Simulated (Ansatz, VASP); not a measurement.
**SnSe2: VASP beside Ansatz**

```xyz
3
Lattice="3.8880 0.0000 0.0000 -1.9440 3.3671 0.0000 0.0000 0.0000 6.3344" Properties=species:S:1:pos:R:3 pbc="T T T"
Sn    0.0000    0.0000    0.0000
Se    0.0000    2.2447    1.6795
Se    1.9440    1.1224    4.6549
```

Alike in both runs: task single point; functional PBE; dispersion D3(BJ); k mesh 12 × 12 × 6; occupations gaussian, width 0.03 eV; no spin polarisation.

|  | VASP | Ansatz |
| --- | --- | --- |
| version | VASP 6.6.1 | Ansatz 0.2.0 |
| potentials or method | VASP PAW PBE potentials, release 64 (Sn_d, Se), cutoff 500 eV | scalar-relativistic, plane waves, PAW |
| valence electrons in the cell | 26 | 46 |

Ansatz gave:

* gap on the k mesh at the Fermi level (eV): 0.31
* least direct gap on the mesh (eV): 0.87
* pressure (GPa): -4.3
* traceless stress, the component that is largest in VASP (GPa): -1.69
* rms of the force components (eV/Å): 0.357

**Question.** What did VASP give for the same quantities?

**Answer.** gap on the k mesh at the Fermi level (eV): 0.31; least direct gap on the mesh (eV): 0.87; pressure (GPa): -4.3; traceless stress, the component that is largest in VASP (GPa): -1.68; rms of the force components (eV/Å): 0.352.

Atom by atom the forces differ by 0.005 eV/Å (rms over components). VASP's potentials hold 26 valence electrons a cell and Ansatz's 46, so a difference there can come from the potentials and not from the codes.
